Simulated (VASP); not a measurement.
Input of a VASP 6.6.1 run:

INCAR

```
PREC = Accurate ; ENCUT = 520
EDIFF = 1E-7 ; ISMEAR = -1
SIGMA = 0.1 ; LREAL = F
LASPH = T ; NELM = 100
ALGO = Normal ; ISIF = 2
LWAVE = F ; LCHARG = T
GGA = RP ; LELF = T
LVHAR = T ; NBANDS = 8
```

The input KPOINTS:

```
regular mesh
0
Gamma
  16 16 16
```

The input POSCAR:

```
Si
1.0
    0.0000000000      2.0155000583      2.0155000583
    2.0155000583      0.0000000000      2.0155000583
    2.0155000583      2.0155000583      0.0000000000
Si
1
Direct
    0.0000000000      0.0000000000      0.0000000000
```

Potentials or basis: VASP PAW PBE potentials, release 64 (Si).

Launch:

```sh
$ cat potpaw_PBE.64/Si/POTCAR > POTCAR
$ mpirun -np 1 vasp_std > vasp.out
```

Question: Estimate the pressure.

Answer: -7.4 GPa.

Question: Predict the band gap on the k mesh.

Answer: Zero (band 2 reaches 18.48 eV, above the bottom of band 3 at 5.98 eV).

Caveat: the PAW data sets were made with another functional, which shifts forces and pressure a little.
